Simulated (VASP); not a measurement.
Here is a VASP 6.6.1 calculation.

INCAR

```
ALGO = Normal
EDIFF = 1E-6
ENCUT = 520
GGA = PS
ISIF = 2
ISMEAR = 0
LASPH = T
LCHARG = T
LELF = T
LREAL = F
LVHAR = T
LWAVE = F
NBANDS = 15
NELM = 100
PREC = Accurate
SIGMA = 0.05
```

Contents of KPOINTS:

```
k-points
0
Gamma
  10 10 10
```

POSCAR

```
CaSe
1.0
    0.0000000000      3.3181648501      2.3459425490
    3.3181648501      0.0000000000      2.3459425490
    3.3181648501      3.3181648501      0.0000000000
Ca Se
1 1
Direct
    0.0000000000      0.0000000000      0.0000000000
    0.5000000000      0.5000000000      0.5000000000
```

Potentials or basis: VASP PAW PBE potentials, release 64 (Ca_sv, Se).

The run is started by

```console
$ cat potpaw_PBE.64/Ca_sv/POTCAR potpaw_PBE.64/Se/POTCAR > POTCAR
$ mpirun -np 1 vasp_std > vasp.out
```

(1) Estimate the pressure.

(2) What does it give for the band gap on the k mesh?

Answers

(1) 19.1 GPa.

(2) 0.65 eV.

Caveat: the cell stands under pressure; the PAW data sets were made with another functional, which shifts forces and pressure a little.
